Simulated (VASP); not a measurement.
Crystal: LiH.

```
CELL_PARAMETERS angstrom
3.13863 0.00000 0.00000
-1.56931 2.71813 0.00000
0.00000 0.00000 4.06907
ATOMIC_POSITIONS crystal
Li 0.33333 0.66667 0.25000
Li 0.66667 0.33333 0.75000
H 0.66667 0.33333 0.25000
H 0.33333 0.66667 0.75000
```

This cell differs from its parent crystal: biaxial xy strain -3.6%.

Program: VASP 6.6.1. Alike in all runs: task single point; potentials or basis VASP PAW PBE potentials, release 64 (Li_sv, H); no spin polarisation; cell as given; cutoff (eV) 520.

**Question.** Order these runs on this cell by their band gap on the k mesh, lowest first.
A. level HSE06; k mesh 6 × 6 × 4; smearing gaussian 0.01 eV; grid for exact exchange (PRECFOCK) Normal; share of exact exchange 0.25; screening parameter 0.2079 1/Å
B. level PBE; k mesh 12 × 12 × 6; smearing fermi-dirac 0.02 eV
C. level r2SCAN; k mesh 12 × 12 × 6; smearing gaussian 0.01 eV

**Answer.** B (1.96 eV), C (2.45 eV), A (2.89 eV).

A k mesh can miss the band edges.
